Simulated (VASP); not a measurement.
# Co3C2 (P-3m1) in VASP: single point with PBE

Aim: the single point of Co3C2 with PBE.

Program: VASP 6.6.1. These are calculated values, not measurements. Logs are shortened: lines on timing, memory, paths and dates and some standing lists are left out, and cuts for length are marked.

## (1) The cell of the first run

It takes space group P-3m1 (No. 164, trigonal). Conventional cell: a = 3.139 Å, b = 3.139 Å, c = 5.023 Å, α = 90.00°, β = 90.00°, γ = 120.00°. Co (site symmetry -3m) has 6 C at 2.18 Å and 6 Co at 2.48 Å within 2.9 Å. Co (site symmetry 3m) has 4 C at 1.87 to 2.10 Å and 6 Co at 2.43 to 2.48 Å within 2.5 Å. C (site symmetry 3m) has 7 Co at 1.87 to 2.18 Å within 2.5 Å.

## (2) Single point, PBE

INCAR

```
SYSTEM = Co3C2
PREC = Accurate
ENCUT = 700
EDIFF = 1E-6
ISMEAR = 0
SIGMA = 0.1
LREAL = .False.
LASPH = .True.
NELM = 120
ALGO = Normal
ISIF = 2
LWAVE = .False.
LCHARG = .False.
GGA = PE
NBANDS = 38
GGA_COMPAT = .False.
```

KPOINTS

```
regular mesh
0
Gamma
  12 12 8
  0 0 0
```

POSCAR

```
Co3C2
1.0
    3.1390665823      0.0000000000      0.0000000000
   -1.5695332911      2.7185114045      0.0000000000
    0.0000000000      0.0000000000      5.0228793551
Co C
3 2
Direct
    0.0000000000      0.0000000000      0.0000000000
    0.3333333333      0.6666666667      0.6615888121
    0.6666666667      0.3333333333      0.3384111879
    0.3333333333      0.6666666667      0.2427971314
    0.6666666667      0.3333333333      0.7572028686
```

Potentials or basis: VASP PAW PBE potentials, release 64 (Co_sv, C).

The run is started by

```
$ cat potpaw_PBE.64/Co_sv/POTCAR potpaw_PBE.64/C/POTCAR > POTCAR
$ mpirun -np 1 vasp_std > vasp.out
```

OUTCAR:

```text
SYSTEM = Co3C2
   PREC = Accurate
   ENCUT = 700
   EDIFF = 1E-6
   ISMEAR = 0
   LREAL = .False.
   LASPH = .True.
   NELM = 120
   ISIF = 2
   GGA = PE

 ion  position               nearest neighbor table
   1  0.000  0.000  0.000-   4 2.18   5 2.18   5 2.18   4 2.18   5 2.18   4 2.18   2 2.48   3 2.48
                             2 2.48   3 2.48   3 2.48   2 2.48
   2  0.333  0.667  0.662-   5 1.87   5 1.87   5 1.87   4 2.10   3 2.43   3 2.43   3 2.43   1 2.48
                             1 2.48   1 2.48
   3  0.667  0.333  0.338-   4 1.87   4 1.87   4 1.87   5 2.10   2 2.43   2 2.43   2 2.43   1 2.48
                             1 2.48   1 2.48
   4  0.333  0.667  0.243-   3 1.87   3 1.87   3 1.87   2 2.10   1 2.18   1 2.18   1 2.18
   5  0.667  0.333  0.757-   2 1.87   2 1.87   2 1.87   3 2.10   1 2.18   1 2.18   1 2.18

  LATTYP: Found a hexagonal cell.
 ALAT       =     3.1390665823
 C/A-ratio  =     1.6001187689

  Lattice vectors:

 A1 = (   3.1390665823,   0.0000000000,   0.0000000000)
 A2 = (  -1.5695332911,   2.7185114045,   0.0000000000)
 A3 = (   0.0000000000,   0.0000000000,   5.0228793551)

Analysis of symmetry for initial positions (statically):
=====================================================================
 Subroutine PRICEL returns:
 Original cell was already a primitive cell.

 Routine SETGRP: Setting up the symmetry group for a
 hexagonal supercell.

 Subroutine GETGRP returns: Found 12 space group operations
 (whereof 12 operations were pure point group operations)
 out of a pool of 24 trial point group operations.

The static configuration has the point symmetry D_3d.

Analysis of symmetry for dynamics (positions and initial velocities):
=====================================================================
 Subroutine PRICEL returns:
 Original cell was already a primitive cell.

 Routine SETGRP: Setting up the symmetry group for a
 hexagonal supercell.

 Subroutine GETGRP returns: Found 12 space group operations
 (whereof 12 operations were pure point group operations)
 out of a pool of 24 trial point group operations.

The dynamic configuration has the point symmetry D_3d.

 Subroutine INISYM returns: Found 12 space group operations
 (whereof 12 operations are pure point group operations),
 and found     1 'primitive' translations

----------------------------------------------------------------------------------------

                                     Primitive cell

  volume of cell :      42.8632

  direct lattice vectors                    reciprocal lattice vectors
     3.139066582  0.000000000  0.000000000     0.318566037  0.183924187  0.000000000
    -1.569533291  2.718511405  0.000000000     0.000000000  0.367848374  0.000000000
     0.000000000  0.000000000  5.022879355     0.000000000  0.000000000  0.199088994

  length of vectors
     3.139066582  3.139066582  5.022879355     0.367848374  0.367848374  0.199088994

  position of ions in fractional coordinates (direct lattice)
     0.000000000  0.000000000  0.000000000
     0.333333333  0.666666667  0.661588812
     0.666666667  0.333333333  0.338411188
     0.333333333  0.666666667  0.242797131
     0.666666667  0.333333333  0.757202869

  ion indices of the primitive-cell ions
   primitive index   ion index
                 1           1
                 2           2
                 3           3
                 4           4
                 5           5

----------------------------------------------------------------------------------------

 KPOINTS: regular mesh

Automatic generation of k-mesh.
 Grid dimensions read from file:
 generate k-points for:   12   12    8

 Generating k-lattice:

  Cartesian coordinates                     Fractional coordinates (reciprocal lattice)
     0.026547170  0.015327016  0.000000000     0.083333333  0.000000000  0.000000000
     0.000000000  0.030654031  0.000000000     0.000000000  0.083333333  0.000000000
     0.000000000  0.000000000  0.024886124     0.000000000  0.000000000  0.125000000

  Length of vectors
     0.030654031  0.030654031  0.024886124

  Shift w.r.t. Gamma in fractional coordinates (k-lattice)
     0.000000000  0.000000000  0.000000000

 Subroutine IBZKPT returns following result:
 ===========================================

 Found    131 irreducible k-points:

 Following reciprocal coordinates:
            Coordinates               Weight
  0.000000  0.000000  0.000000      1.000000
  0.083333 -0.000000  0.000000      6.000000
  0.166667 -0.000000  0.000000      6.000000
  0.250000 -0.000000  0.000000      6.000000
  0.333333  0.000000  0.000000      6.000000
  0.416667 -0.000000  0.000000      6.000000
[... 16 lines left out ...]
  0.166667 -0.000000  0.125000      6.000000
  0.000000  0.166667  0.125000      6.000000
 [... further k-points ...]
   k-points           NKPTS =    131   k-points in BZ     NKDIM =    131   number of bands    NBANDS=     38
   number of dos      NEDOS =    301   number of ions     NIONS =      5
   total plane-waves  NPLWV =  37632
   dimension x,y,z NGX =    28 NGY =   28 NGZ =   48
   dimension x,y,z NGXF=    56 NGYF=   56 NGZF=   96
   ions per type =               3   2
   NGX,Y,Z   is equivalent  to a cutoff of  14.83, 14.83, 15.89 a.u.
   NGXF,Y,Z  is equivalent  to a cutoff of  29.66, 29.66, 31.77 a.u.
 SYSTEM =  Co3C2
   PREC   = accura    normal or accurate (medium, high low for compatibility)
   ISTART =      0    job   : 0-new  1-cont  2-samecut
   ICHARG =      2    charge: 1-file 2-atom 10-const
   ISPIN  =      1    spin polarized calculation?
   LNONCOLLINEAR =      F non collinear calculations
   LSORBIT =      F    spin-orbit coupling
   LASPH  =      T    aspherical Exc in radial PAW
   ENCUT  =  700.0 eV  51.45 Ry    7.17 a.u.   6.77  6.77 10.84*2*pi/ulx,y,z
   NELM   =    120;   NELMIN=  2; NELMDL= -5     # of ELM steps
   EDIFF  = 0.1E-05   stopping-criterion for ELM
   LREAL  =      F    real-space projection
   EDIFFG = 0.1E-04   stopping-criterion for IOM
   NSW    =      0    number of steps for IOM
   IBRION =     -1    ionic relax: 0-MD 1-quasi-New 2-CG
   NFREE  =      0    steps in history (QN), initial steepest desc. (CG)
   ISIF   =      2    stress and relaxation
   ISYM   =      2    0-nonsym 1-usesym 2-fastsym
   POTIM  = 0.5000    time-step for ionic-motion
   TEBEG  =    0.0;   TEEND  =   0.0 temperature during run
   PSTRESS=    0.0 pullay stress
   NELECT =      59.0000    total number of electrons
   NUPDOWN=      -1.0000    fix difference up-down
   EMIN   =  10.00;   EMAX   =-10.00  energy-range for DOS
   EFERMI =   0.00;   METHOD = LEGACY
   ISMEAR =     0;   SIGMA  =   0.10  broadening in eV -4-tet -1-fermi 0-gaus
   EFERMI_NEDOS =   21; number of points for ismear=-14 and -15
   IALGO  =     38    algorithm
   IMIX   =      4    mixing-type and parameters
     AMIX     =   0.40;   BMIX     =  1.00
     AMIX_MAG =   1.60;   BMIX_MAG =  1.00
  volume/ion in A,a.u.               =       8.57        57.85
  Fermi-wavevector in a.u.,A,eV,Ry     =   1.821087  3.441355 45.121787  3.316358
  Thomas-Fermi vector in A             =   2.877526
   LORBIT       =      0    0 simple, 1 ext, 2 COOP (PROOUT), +10 PAW based schemes
   GGA     = PE    functional components
   LHFCALC =     F    Hartree Fock is set to
   AEXX    =    0.0000 exact exchange contribution
   IVDW    =     0    specifies the selected vdW correction
   LEPSILON=     F    determine dielectric tensor
   LRPA    =     F    only Hartree local field effects (RPA)
 non-spin polarized calculation
 Gauss-broadening in eV      SIGMA  =   0.10
  energy-cutoff  :      700.00
  volume of cell :       42.86
 maximum number of plane-waves:      1824
   NGX = 13   NGY = 13   NGZ = 21

 number of electron      58.9999983 magnetization

 Free energy of the ion-electron system (eV)
  ---------------------------------------------------
  ext. energy  EPLUGINS =         0.00000000
  ---------------------------------------------------
  free energy    TOTEN  =       -38.48990087 eV

  energy without entropy =      -38.47949829  energy(sigma->0) =      -38.48469958

 E-fermi :  12.0819     XC(G=0): -13.8852

 val. band max:       12.0785829761   @ k =   0.0000   0.3333   0.2500
 cond. band min:      12.1039397902   @ k =   0.0000   0.3333   0.2500
 fundamental gap:      0.0253568141
 Fermi energy:        12.0819315035

 k-point     1 :       0.0000    0.0000    0.0000
  band No.  band energies     occupation
      1     -83.4575      2.00000
      2     -83.4186      2.00000
      3     -82.9816      2.00000
      4     -46.8448      2.00000
      5     -46.8447      2.00000
      6     -46.7773      2.00000
[... 30 lines left out ...]
     37      19.5582      0.00000
     38      23.7689      0.00000

 k-point     2 :       0.0833   -0.0000    0.0000
  band No.  band energies     occupation
      1     -83.4567      2.00000
      2     -83.4191      2.00000
      3     -82.9815      2.00000
      4     -46.8477      2.00000
      5     -46.8463      2.00000
      6     -46.7817      2.00000
[... 30 lines left out ...]
     37      19.9359      0.00000
     38      23.7172      0.00000

 k-point     3 :       0.1667   -0.0000    0.0000
  band No.  band energies     occupation
      1     -83.4546      2.00000
      2     -83.4205      2.00000
      3     -82.9814      2.00000
      4     -46.8552      2.00000
      5     -46.8504      2.00000
      6     -46.7933      2.00000
[... 30 lines left out ...]
     37      20.7062      0.00000
     38      23.1612      0.00000

 k-point     4 :       0.2500   -0.0000    0.0000
  band No.  band energies     occupation
      1     -83.4515      2.00000
      2     -83.4227      2.00000
      3     -82.9813      2.00000
      4     -46.8631      2.00000
      5     -46.8557      2.00000
      6     -46.8081      2.00000
[... 30 lines left out ...]
     37      21.2916      0.00000
     38      22.2537      0.00000
[... 703 lines left out ...]
      4     -46.8474      2.00000
      5     -46.8470      2.00000
      6     -46.7821      2.00000
[... 30 lines left out ...]
     37      19.9319      0.00000
     38      23.3498      0.00000

 k-point    23 :       0.1667   -0.0000    0.1250
  band No.  band energies     occupation
      1     -83.4546      2.00000
      2     -83.4206      2.00000
      3     -82.9814      2.00000
      4     -46.8545      2.00000
      5     -46.8495      2.00000
      6     -46.7927      2.00000
[... 30 lines left out ...]
     37      20.7053      0.00000
     38      23.0991      0.00000

 k-point    24 :       0.0000    0.1667    0.1250
  band No.  band energies     occupation
      1     -83.4545      2.00000
      2     -83.4206      2.00000
      3     -82.9814      2.00000
      4     -46.8550      2.00000
      5     -46.8513      2.00000
      6     -46.7938      2.00000
[... 30 lines left out ...]
     37      20.6831      0.00000
     38      22.6268      0.00000

 [... further k-points ...]
[... 5 lines left out ...]
  --------------------------------------------------------------------------------------
  -------------------------------------------------------------------------------------
  Total       -0.2756177     -0.2756177     -0.3011130     -0.0000000      0.0000000      0.0000000
  in kB      -10.3022786    -10.3022786    -11.2552624     -0.0000000      0.0000000      0.0000000
  external PRESSURE =     -10.6199399 kB  Pullay stress =       0.0000000 kB

 VOLUME and BASIS-vectors are now :
 -----------------------------------------------------------------------------
  energy-cutoff  :      700.00
  volume of cell :       42.86
      direct lattice vectors                 reciprocal lattice vectors
     3.139066582  0.000000000  0.000000000     0.318566037  0.183924187  0.000000000
    -1.569533291  2.718511405  0.000000000     0.000000000  0.367848374  0.000000000
     0.000000000  0.000000000  5.022879355     0.000000000  0.000000000  0.199088994

 POSITION                                       TOTAL-FORCE (eV/Angst)
 -----------------------------------------------------------------------------------
      0.00000      0.00000      0.00000        -0.000000      0.000000      0.000000
     -0.00000      1.81234      3.32308        -0.000000      0.000000     -0.009210
      1.56953      0.90617      1.69980         0.000000     -0.000000      0.009210
     -0.00000      1.81234      1.21954        -0.000000      0.000000     -0.011654
      1.56953      0.90617      3.80334        -0.000000      0.000000      0.011654
 -----------------------------------------------------------------------------------
    total drift:                                0.000000      0.000000      0.000000

  FREE ENERGIE OF THE ION-ELECTRON SYSTEM (eV)
  ---------------------------------------------------
  free  energy   TOTEN  =       -38.4899008666 eV

  energy  without entropy=      -38.4794982949  energy(sigma->0) =      -38.48469958
```

It took 3.1 min on 1 thread of Intel Xeon Platinum 8559C (Emerald Rapids), shared host; peak memory 0.37 GiB.

Results:

```yaml
Free_energy: -38.4899 eV
Pressure: -1.1 GPa
Largest_force: 0.012 eV/Å
Band_gap_on_the_k_mesh: zero (an odd number of electrons rules out a gap without spin polarisation)
```

Forces on the atoms (eV/Å):
```
Co   0.000  0.000  0.000
Co   0.000  0.000 -0.009
Co   0.000  0.000  0.009
C    0.000  0.000 -0.012
C    0.000  0.000  0.012
```

Stress tensor (GPa, compression positive):
```
-1.03  0.00  0.00
 0.00 -1.03  0.00
 0.00  0.00 -1.13
```

Levels at points of the mesh, in eV from the Fermi level:
```tsv
k point	band 28	band 29	band 30	band 31	band 32	band 33
(0.00, 0.00, 0.00)	-0.87	-0.87	-0.73	2.84	3.68	3.68
(0.50, 0.00, 0.00)	-0.99	-0.78	-0.58	0.10	0.88	1.18
(0.00, 0.00, 0.50)	-1.35	0.07	0.07	3.16	3.45	3.45
(0.50, 0.00, 0.50)	-1.01	-0.84	-0.52	0.91	1.77	1.81
```

Caveat: the run has no spin polarisation, though such a crystal can be magnetic. Spin polarisation is off, so any magnetic state and its effect on volume and gap are missing.

The gap in the log of VASP goes by the Fermi energy; the results here count the filled bands.